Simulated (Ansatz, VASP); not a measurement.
# Lu: VASP beside Ansatz

Contents of INCAR:

```
SYSTEM = Lu
PREC = Accurate
ENCUT = 600
EDIFF = 1E-6
ISMEAR = -1
SIGMA = 0.1
LREAL = .FALSE.
LASPH = .TRUE.
NELM = 120
ALGO = Normal
ISIF = 2
LWAVE = .FALSE.
LCHARG = .FALSE.
GGA = RP
NBANDS = 58
GGA_COMPAT = .FALSE.
```

File KPOINTS:

```
Automatic mesh
0
G
  12 12 4
  0 0 0
```

The input POSCAR:

```
Lu
1.0
    3.6676842600      0.0000000000      0.0000000000
   -1.8338421300      3.1763077422      0.0000000000
    0.0000000000      0.0000000000     11.7525667391
Lu
4
Direct
    0.0000000000      0.0000000000      0.0000000000
    0.0000000000      0.0000000000      0.5000000000
    0.3333333333      0.6666666667      0.2500000000
    0.6666666667      0.3333333333      0.7500000000
```

Input for Ansatz:

```yaml
crystal:
  lattice:
    - [3.66768426, 0.0, 0.0]
    - [-1.83384213, 3.1763077422, 0.0]
    - [0.0, 0.0, 11.7525667391]
  atoms:
    - { symbol: Lu, position: [0.0, 0.0, 0.0] }
    - { symbol: Lu, position: [0.0, 0.0, 0.5] }
    - { symbol: Lu, position: [0.3333333333, 0.6666666667, 0.25] }
    - { symbol: Lu, position: [0.6666666667, 0.3333333333, 0.75] }
hamiltonian:
  xc: rpbe
  pseudopotentials:
    kind: paw
    azcp:
      Lu: "pseudopotentials/Lu.paw.azcp"
basis:
  ecutwfc: 420
  fft_grid_basis: typed
kpoints:
  mp_grid: { grid: [12, 12, 4], shift: [0, 0, 0] }
magnetization:
  spin_polarized: false
scf:
  occupations: { method: fermi_dirac, width: 0.1 }
  lower_state_search: "off"
output:
  stress: true
```

Alike in both runs: task single point; functional RPBE; k mesh 12 × 12 × 4; occupations fermi-dirac, width 0.1 eV; no spin polarisation.

|  | VASP | Ansatz |
| --- | --- | --- |
| version | VASP 6.6.1 | Ansatz 0.2.0 |
| potentials or method | VASP PAW PBE potentials, release 64 (Lu), cutoff 600 eV | plane waves (420 eV) with PAW, scalar-relativistic |
| valence electrons in the cell | 100 | 100 |

|  | VASP | Ansatz | Ansatz less VASP |
| --- | --- | --- | --- |
| pressure (GPa) | -3.8 | -3.8 | -0.03 |

VASP's potentials were made for PBE, not for RPBE.

Spin-orbit coupling is off throughout.
